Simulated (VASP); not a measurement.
# AlRu (P4/mmm) in VASP: notebook

Runs on AlRu. Level: PBE. Tasks: single point.

Everything below comes from runs of VASP 6.6.1. Logs are shortened: lines on timing, memory, paths and dates and some standing lists are left out, and cuts for length are marked.

## 1. The cell of the first run

The structure is tetragonal, space group P4/mmm (No. 123). Conventional cell: a = 3.081 Å, b = 3.081 Å, c = 2.902 Å, α = 90.00°, β = 90.00°, γ = 90.00°. Within 3.5 Å of Al (site symmetry 4/mmm) lie 8 Ru at 2.62 Å and 6 Al at 2.90 to 3.08 Å. Ru (site symmetry 4/mmm) has 8 Al at 2.62 Å and 6 Ru at 2.90 to 3.08 Å within 3.5 Å.

## 2. Single point, PBE (strain +0.030 along x and y, -0.030 along z)

File INCAR:

```
SYSTEM = AlRu
PREC     = Accurate       ! precision mode
ENCUT    = 520            ! plane-wave cutoff, eV
EDIFF    = 1E-7           ! SCF threshold, eV
ISMEAR   = 0              ! smearing method
SIGMA    = 0.15           ! smearing width, eV
LREAL    = .False.        ! projectors in reciprocal space
LASPH    = .True.         ! aspherical terms in the spheres
NELM     = 80             ! most SCF steps
ALGO     = Fast           ! electronic algorithm
ISIF     = 2              ! what is computed and relaxed
LWAVE    = .False.        ! write WAVECAR
LCHARG   = .False.        ! write CHGCAR
GGA      = PE             ! functional
NBANDS   = 16             ! bands
```

File KPOINTS:

```
regular mesh
0
Gamma
  16 16 16
  0 0 0
```

File POSCAR:

```
AlRu
1.0
    3.0813480000      0.0000000000      0.0000000000
    0.0000000000      3.0813480000      0.0000000000
    0.0000000000      0.0000000000      2.9018520000
Al Ru
1 1
Direct
    0.0000000000      0.0000000000      0.0000000000
    0.5000000000      0.5000000000      0.5000000000
```

Potentials or basis: VASP PAW PBE potentials, release 64 (Al, Ru_pv).

Launch:

```bash
$ cat potpaw_PBE.64/Al/POTCAR potpaw_PBE.64/Ru_pv/POTCAR > POTCAR
$ mpirun -np 1 vasp_std > vasp.out
```

OUTCAR:

```text
SYSTEM = AlRu
   PREC = Accurate
   ENCUT = 520
   EDIFF = 1E-7
   ISMEAR = 0
   LREAL = .False.
   LASPH = .True.
   NELM = 80
   ISIF = 2
   GGA = PE

 ion  position               nearest neighbor table
   1  0.000  0.000  0.000-   2 2.62   2 2.62   2 2.62   2 2.62   2 2.62   2 2.62   2 2.62   2 2.62

   2  0.500  0.500  0.500-   1 2.62   1 2.62   1 2.62   1 2.62   1 2.62   1 2.62   1 2.62   1 2.62

  LATTYP: Found a simple tetragonal cell.
 ALAT       =     3.0813480000
 C/A-ratio  =     0.9417475728

  Lattice vectors:

 A1 = (   3.0813480000,   0.0000000000,   0.0000000000)
 A2 = (   0.0000000000,   3.0813480000,   0.0000000000)
 A3 = (   0.0000000000,   0.0000000000,   2.9018520000)

Analysis of symmetry for initial positions (statically):
=====================================================================
 Subroutine PRICEL returns:
 Original cell was already a primitive cell.

 Routine SETGRP: Setting up the symmetry group for a
 simple tetragonal supercell.

 Subroutine GETGRP returns: Found 16 space group operations
 (whereof 16 operations were pure point group operations)
 out of a pool of 16 trial point group operations.

The static configuration has the point symmetry D_4h.

Analysis of symmetry for dynamics (positions and initial velocities):
=====================================================================
 Subroutine PRICEL returns:
 Original cell was already a primitive cell.

 Routine SETGRP: Setting up the symmetry group for a
 simple tetragonal supercell.

 Subroutine GETGRP returns: Found 16 space group operations
 (whereof 16 operations were pure point group operations)
 out of a pool of 16 trial point group operations.

The dynamic configuration has the point symmetry D_4h.

 Subroutine INISYM returns: Found 16 space group operations
 (whereof 16 operations are pure point group operations),
 and found     1 'primitive' translations

----------------------------------------------------------------------------------------

                                     Primitive cell

  volume of cell :      27.5522

  direct lattice vectors                    reciprocal lattice vectors
     3.081348000  0.000000000  0.000000000     0.324533289  0.000000000  0.000000000
     0.000000000  3.081348000  0.000000000     0.000000000  0.324533289  0.000000000
     0.000000000  0.000000000  2.901852000     0.000000000  0.000000000  0.344607513

  length of vectors
     3.081348000  3.081348000  2.901852000     0.324533289  0.324533289  0.344607513

  position of ions in fractional coordinates (direct lattice)
     0.000000000  0.000000000  0.000000000
[... 76 lines left out ...]
   ENCUT  =  520.0 eV  38.22 Ry    6.18 a.u.   5.73  5.73  5.40*2*pi/ulx,y,z
   NELM   =     80;   NELMIN=  2; NELMDL= -5     # of ELM steps
   EDIFF  = 0.1E-06   stopping-criterion for ELM
   LREAL  =      F    real-space projection
   EDIFFG = 0.1E-05   stopping-criterion for IOM
   NSW    =      0    number of steps for IOM
   IBRION =     -1    ionic relax: 0-MD 1-quasi-New 2-CG
   NFREE  =      0    steps in history (QN), initial steepest desc. (CG)
   ISIF   =      2    stress and relaxation
   ISYM   =      2    0-nonsym 1-usesym 2-fastsym
   POTIM  = 0.5000    time-step for ionic-motion
   TEBEG  =    0.0;   TEEND  =   0.0 temperature during run
   PSTRESS=    0.0 pullay stress
   NELECT =      17.0000    total number of electrons
   NUPDOWN=      -1.0000    fix difference up-down
   EMIN   =  10.00;   EMAX   =-10.00  energy-range for DOS
   EFERMI =   0.00;   METHOD = LEGACY
   ISMEAR =     0;   SIGMA  =   0.15  broadening in eV -4-tet -1-fermi 0-gaus
   EFERMI_NEDOS =   21; number of points for ismear=-14 and -15
   IALGO  =     68    algorithm
   IMIX   =      4    mixing-type and parameters
     AMIX     =   0.40;   BMIX     =  1.00
     AMIX_MAG =   1.60;   BMIX_MAG =  1.00
  volume/ion in A,a.u.               =      13.78        92.97
  Fermi-wavevector in a.u.,A,eV,Ry     =   1.393709  2.633729 26.428307  1.942426
  Thomas-Fermi vector in A             =   2.517329
   LORBIT       =      0    0 simple, 1 ext, 2 COOP (PROOUT), +10 PAW based schemes
   GGA     = PE    functional components
   LHFCALC =     F    Hartree Fock is set to
   AEXX    =    0.0000 exact exchange contribution
   IVDW    =     0    specifies the selected vdW correction
   LEPSILON=     F    determine dielectric tensor
   LRPA    =     F    only Hartree local field effects (RPA)
 non-spin polarized calculation
 RMM-DIIS sequential band-by-band and
 Gauss-broadening in eV      SIGMA  =   0.15
  energy-cutoff  :      520.00
  volume of cell :       27.55
 maximum number of plane-waves:       768
 NGX is ok and might be reduce to    24
   NGX = 11   NGY = 11   NGZ = 11

 number of electron      17.0000007 magnetization

 Free energy of the ion-electron system (eV)
  ---------------------------------------------------
  ext. energy  EPLUGINS =         0.00000000
  ---------------------------------------------------
  free energy    TOTEN  =       -14.22863247 eV

  energy without entropy =      -14.20971628  energy(sigma->0) =      -14.21917438

 E-fermi :  10.3570     XC(G=0): -12.4193

 val. band max:       10.3556938981   @ k =   0.2500   0.1875   0.4375
 cond. band min:      10.3587161684   @ k =   0.3750   0.3125   0.3750
 fundamental gap:      0.0030222703
 Fermi energy:        10.3569742486

 k-point     1 :       0.0000    0.0000    0.0000
  band No.  band energies     occupation
      1     -31.4577      2.00000
      2     -31.4577      2.00000
      3     -31.3862      2.00000
      4       0.8058      2.00000
      5       6.8926      2.00000
      6       6.8964      2.00000
[... 433 lines left out ...]
      3     -31.3724      2.00000
      4       4.6169      2.00000
      5       4.8851      2.00000
      6       7.6998      2.00000
[... 8 lines left out ...]
     15      23.0826      0.00000
     16      24.6646      0.00000

 [... further k-points ...]
[... 5 lines left out ...]
  --------------------------------------------------------------------------------------
  -------------------------------------------------------------------------------------
  Total       -1.0730144     -1.0730144      0.6918615      0.0000000      0.0000000     -0.0000000
  in kB      -62.3963771    -62.3963771     40.2321292      0.0000000      0.0000000     -0.0000000
  external PRESSURE =     -28.1868750 kB  Pullay stress =       0.0000000 kB

 VOLUME and BASIS-vectors are now :
 -----------------------------------------------------------------------------
  energy-cutoff  :      520.00
  volume of cell :       27.55
      direct lattice vectors                 reciprocal lattice vectors
     3.081348000  0.000000000  0.000000000     0.324533289  0.000000000  0.000000000
     0.000000000  3.081348000  0.000000000     0.000000000  0.324533289  0.000000000
     0.000000000  0.000000000  2.901852000     0.000000000  0.000000000  0.344607513

 POSITION                                       TOTAL-FORCE (eV/Angst)
 -----------------------------------------------------------------------------------
      0.00000      0.00000      0.00000         0.000000      0.000000      0.000000
      1.54067      1.54067      1.45093         0.000000      0.000000      0.000000
 -----------------------------------------------------------------------------------
    total drift:                                0.000000     -0.000000     -0.000000

  FREE ENERGIE OF THE ION-ELECTRON SYSTEM (eV)
  ---------------------------------------------------
  free  energy   TOTEN  =       -14.2286324703 eV

  energy  without entropy=      -14.2097162818  energy(sigma->0) =      -14.21917438
```

stdout:

```text
POSCAR found type information on POSCAR AlRu
 POSCAR found :  2 types and       2 ions
 scaLAPACK will be used
 LDA part: xc-table for (Slater+PW92), standard interpolation
 POSCAR, INCAR and KPOINTS ok, starting setup
 FFT: planning ... GRIDC
 FFT: planning ... GRID_SOFT
 FFT: planning ... GRID
 WAVECAR not read
 entering main loop
WARNING in EDDRMM: call to ZHEGV failed, returncode =   8  4     14
```

It took 81 s on 1 thread of Intel Xeon Platinum 8488C (Sapphire Rapids), shared host; peak memory 0.28 GiB.

What came out:

| Quantity | Value |
| --- | --- |
| Free energy | -14.2286 eV |
| Pressure | -2.8 GPa |

Levels at points of the mesh, in eV from the Fermi level:
| k point | band 6 | band 7 | band 8 | band 9 | band 10 | band 11 | band 12 | band 13 |
| --- | --- | --- | --- | --- | --- | --- | --- | --- |
| (0.00, 0.00, 0.00) | -3.46 | -0.11 | 0.28 | 0.28 | 5.31 | 5.31 | 7.16 | 10.50 |
| (0.50, 0.00, 0.00) | -2.78 | -1.80 | -1.11 | 0.48 | 1.82 | 7.38 | 10.32 | 11.86 |
| (0.50, 0.50, 0.00) | -1.60 | -1.60 | -0.78 | -0.78 | 1.19 | 4.54 | 5.64 | 11.29 |
| (0.00, 0.00, 0.50) | -2.52 | -1.83 | -1.83 | 0.22 | 2.81 | 7.40 | 10.36 | 10.36 |
| (0.50, 0.00, 0.50) | -1.47 | -1.42 | -1.22 | -1.05 | 1.50 | 5.44 | 6.00 | 9.91 |
| (0.50, 0.50, 0.50) | -4.44 | 1.32 | 1.72 | 2.38 | 3.93 | 3.93 | 4.29 | 7.67 |

Caveat: the cell differs from its parent crystal (strain +0.030 along x and y, -0.030 along z).

## 3. Single point, PBE (strain +0.015 along x and y, +0.000 along z)

File INCAR:

```
SYSTEM = AlRu
  PREC = Accurate
  ENCUT = 520
  EDIFF = 1E-7
  ISMEAR = 0
  SIGMA = 0.15
  LREAL = .False.
  LASPH = .True.
  NELM = 100
  ALGO = Fast
  ISIF = 2
  LWAVE = .False.
  LCHARG = .False.
  GGA = PE
  NBANDS = 16
```

KPOINTS is that of step 2.

File POSCAR:

```
AlRu
1.0
    3.0364740000      0.0000000000      0.0000000000
    0.0000000000      3.0364740000      0.0000000000
    0.0000000000      0.0000000000      2.9916000000
Al Ru
1 1
Direct
    0.0000000000      0.0000000000      0.0000000000
    0.5000000000      0.5000000000      0.5000000000
```

Potentials or basis: VASP PAW PBE potentials, release 64 (Al, Ru_pv).

Launch:

```bash
$ cat potpaw_PBE.64/Al/POTCAR potpaw_PBE.64/Ru_pv/POTCAR > POTCAR
$ mpirun -np 1 vasp_std > vasp.out
```

OUTCAR:

```text
SYSTEM = AlRu
   PREC = Accurate
   ENCUT = 520
   EDIFF = 1E-7
   ISMEAR = 0
   LREAL = .False.
   LASPH = .True.
   NELM = 100
   ISIF = 2
   GGA = PE

 ion  position               nearest neighbor table
   1  0.000  0.000  0.000-   2 2.62   2 2.62   2 2.62   2 2.62   2 2.62   2 2.62   2 2.62   2 2.62

   2  0.500  0.500  0.500-   1 2.62   1 2.62   1 2.62   1 2.62   1 2.62   1 2.62   1 2.62   1 2.62

  LATTYP: Found a simple tetragonal cell.
 ALAT       =     3.0364740000
 C/A-ratio  =     0.9852216749

  Lattice vectors:

 A1 = (   3.0364740000,   0.0000000000,   0.0000000000)
 A2 = (   0.0000000000,   3.0364740000,   0.0000000000)
 A3 = (   0.0000000000,   0.0000000000,   2.9916000000)

Analysis of symmetry for initial positions (statically):
=====================================================================
 Subroutine PRICEL returns:
 Original cell was already a primitive cell.

 Routine SETGRP: Setting up the symmetry group for a
 simple tetragonal supercell.

 Subroutine GETGRP returns: Found 16 space group operations
 (whereof 16 operations were pure point group operations)
 out of a pool of 16 trial point group operations.

The static configuration has the point symmetry D_4h.

Analysis of symmetry for dynamics (positions and initial velocities):
=====================================================================
 Subroutine PRICEL returns:
 Original cell was already a primitive cell.

 Routine SETGRP: Setting up the symmetry group for a
 simple tetragonal supercell.

 Subroutine GETGRP returns: Found 16 space group operations
 (whereof 16 operations were pure point group operations)
 out of a pool of 16 trial point group operations.

The dynamic configuration has the point symmetry D_4h.

 Subroutine INISYM returns: Found 16 space group operations
 (whereof 16 operations are pure point group operations),
 and found     1 'primitive' translations

----------------------------------------------------------------------------------------

                                     Primitive cell

[... 107 lines left out ...]
   IALGO  =     68    algorithm
   IMIX   =      4    mixing-type and parameters
     AMIX     =   0.40;   BMIX     =  1.00
     AMIX_MAG =   1.60;   BMIX_MAG =  1.00
  volume/ion in A,a.u.               =      13.79        93.07
  Fermi-wavevector in a.u.,A,eV,Ry     =   1.393190  2.632747 26.408602  1.940978
  Thomas-Fermi vector in A             =   2.516860
   LORBIT       =      0    0 simple, 1 ext, 2 COOP (PROOUT), +10 PAW based schemes
   GGA     = PE    functional components
   LHFCALC =     F    Hartree Fock is set to
   AEXX    =    0.0000 exact exchange contribution
   IVDW    =     0    specifies the selected vdW correction
   LEPSILON=     F    determine dielectric tensor
   LRPA    =     F    only Hartree local field effects (RPA)
 non-spin polarized calculation
 RMM-DIIS sequential band-by-band and
 Gauss-broadening in eV      SIGMA  =   0.15
  energy-cutoff  :      520.00
  volume of cell :       27.58
 maximum number of plane-waves:       754
 NGX is ok and might be reduce to    24
   NGX = 11   NGY = 11   NGZ = 11

 number of electron      16.9999999 magnetization

 Free energy of the ion-electron system (eV)
  ---------------------------------------------------
  ext. energy  EPLUGINS =         0.00000000
  ---------------------------------------------------
  free energy    TOTEN  =       -14.26028336 eV

  energy without entropy =      -14.24054424  energy(sigma->0) =      -14.25041380

 E-fermi :  10.3180     XC(G=0): -12.4141

 val. band max:       10.3174773139   @ k =   0.0625   0.0000   0.0625
 cond. band min:      10.3207091713   @ k =   0.4375   0.1250   0.4375
 fundamental gap:      0.0032318574
 Fermi energy:        10.3179654467

 k-point     1 :       0.0000    0.0000    0.0000
  band No.  band energies     occupation
      1     -31.4603      2.00000
      2     -31.4603      2.00000
      3     -31.4440      2.00000
      4       0.8009      2.00000
      5       6.8927      2.00000
      6       6.8969      2.00000
[... 433 lines left out ...]
      3     -31.4270      2.00000
      4       4.7690      2.00000
      5       4.9128      2.00000
      6       7.7891      2.00000
[... 8 lines left out ...]
     15      22.5131      0.00000
     16      24.8565      0.00000

 [... further k-points ...]
[... 5 lines left out ...]
  --------------------------------------------------------------------------------------
  -------------------------------------------------------------------------------------
  Total       -0.7211126     -0.7211126     -0.3089238      0.0000000     -0.0000000      0.0000000
  in kB      -41.8862017    -41.8862017    -17.9440007      0.0000000     -0.0000000      0.0000000
  external PRESSURE =     -33.9054680 kB  Pullay stress =       0.0000000 kB

 VOLUME and BASIS-vectors are now :
 -----------------------------------------------------------------------------
  energy-cutoff  :      520.00
  volume of cell :       27.58
      direct lattice vectors                 reciprocal lattice vectors
     3.036474000  0.000000000  0.000000000     0.329329347  0.000000000  0.000000000
     0.000000000  3.036474000  0.000000000     0.000000000  0.329329347  0.000000000
     0.000000000  0.000000000  2.991600000     0.000000000  0.000000000  0.334269287

 POSITION                                       TOTAL-FORCE (eV/Angst)
 -----------------------------------------------------------------------------------
      0.00000      0.00000      0.00000         0.000000      0.000000      0.000000
      1.51824      1.51824      1.49580         0.000000      0.000000      0.000000
 -----------------------------------------------------------------------------------
    total drift:                                0.000000     -0.000000     -0.000000

  FREE ENERGIE OF THE ION-ELECTRON SYSTEM (eV)
  ---------------------------------------------------
  free  energy   TOTEN  =       -14.2602833623 eV

  energy  without entropy=      -14.2405442446  energy(sigma->0) =      -14.25041380
```

OSZICAR:

```text
N       E                     dE             d eps       ncg     rms          rms(c)
DAV:   1     0.115487470224E+03    0.11549E+03   -0.91297E+03 13200   0.984E+02
DAV:   2    -0.130432047977E+02   -0.12853E+03   -0.12215E+03 15304   0.290E+02
DAV:   3    -0.149103296453E+02   -0.18671E+01   -0.18611E+01 16240   0.366E+01
DAV:   4    -0.149245009584E+02   -0.14171E-01   -0.14151E-01 16568   0.334E+00
DAV:   5    -0.149247112162E+02   -0.21026E-03   -0.20988E-03 15776   0.389E-01    0.115E+01
RMM:   6    -0.143534272790E+02    0.57128E+00   -0.20377E+00 13283   0.111E+01    0.231E+00
RMM:   7    -0.142750520524E+02    0.78375E-01   -0.13712E-01 13568   0.297E+00    0.185E+00
RMM:   8    -0.142604853211E+02    0.14567E-01   -0.15933E-02 14167   0.936E-01    0.190E-01
RMM:   9    -0.142602888935E+02    0.19643E-03   -0.11060E-03 14624   0.273E-01    0.120E-01
RMM:  10    -0.142602838494E+02    0.50441E-05   -0.11853E-04 15402   0.101E-01    0.157E-02
RMM:  11    -0.142602840195E+02   -0.17009E-06   -0.25251E-05 15499   0.399E-02    0.179E-02
RMM:  12    -0.142602833781E+02    0.64139E-06   -0.68796E-06 16160   0.217E-02    0.567E-03
RMM:  13    -0.142602834196E+02   -0.41509E-07   -0.13983E-06 15658   0.989E-03    0.460E-03
RMM:  14    -0.142602833623E+02    0.57331E-07   -0.39142E-07 12994   0.469E-03
   1 F= -.14260283E+02 E0= -.14250414E+02  d E =-.197391E-01
```

stdout:

```text
POSCAR found type information on POSCAR AlRu
 POSCAR found :  2 types and       2 ions
 scaLAPACK will be used
 LDA part: xc-table for (Slater+PW92), standard interpolation
 POSCAR, INCAR and KPOINTS ok, starting setup
 FFT: planning ... GRIDC
 FFT: planning ... GRID_SOFT
 FFT: planning ... GRID
 WAVECAR not read
 entering main loop
WARNING in EDDRMM: call to ZHEGV failed, returncode =   8  4     14
```

Wall time 69 s (1 thread of Intel Xeon Platinum 8488C (Sapphire Rapids), shared host); peak memory 0.28 GiB.

What came out:

```
Free energy : -14.2603 eV
Pressure    : -3.4 GPa
```

Levels at points of the mesh, in eV from the Fermi level:
| k point | band 5 | band 6 | band 7 | band 8 | band 9 | band 10 | band 11 | band 12 | band 13 | band 14 |
| --- | --- | --- | --- | --- | --- | --- | --- | --- | --- | --- |
| (0.00, 0.00, 0.00) | -3.43 | -3.42 | 0.09 | 0.19 | 0.19 | 5.77 | 5.77 | 6.22 | 10.75 | 10.81 |
| (0.50, 0.00, 0.00) | -5.50 | -2.68 | -1.61 | -1.44 | 0.42 | 2.09 | 7.45 | 10.73 | 11.12 | 12.23 |
| (0.50, 0.50, 0.00) | -3.00 | -1.41 | -1.41 | -1.04 | -1.04 | 1.39 | 4.97 | 5.86 | 10.57 | 14.43 |
| (0.00, 0.00, 0.50) | -5.34 | -2.62 | -1.62 | -1.62 | 0.35 | 2.33 | 7.44 | 10.74 | 10.74 | 12.32 |
| (0.50, 0.00, 0.50) | -2.94 | -1.38 | -1.28 | -1.19 | -1.15 | 1.47 | 5.18 | 5.95 | 10.23 | 14.17 |
| (0.50, 0.50, 0.50) | -4.49 | -4.47 | 1.48 | 1.59 | 2.38 | 4.02 | 4.02 | 4.11 | 8.11 | 8.31 |

Caveat: the cell differs from its parent crystal (strain +0.015 along x and y, +0.000 along z).

(Part 1 of 2 ends here.)
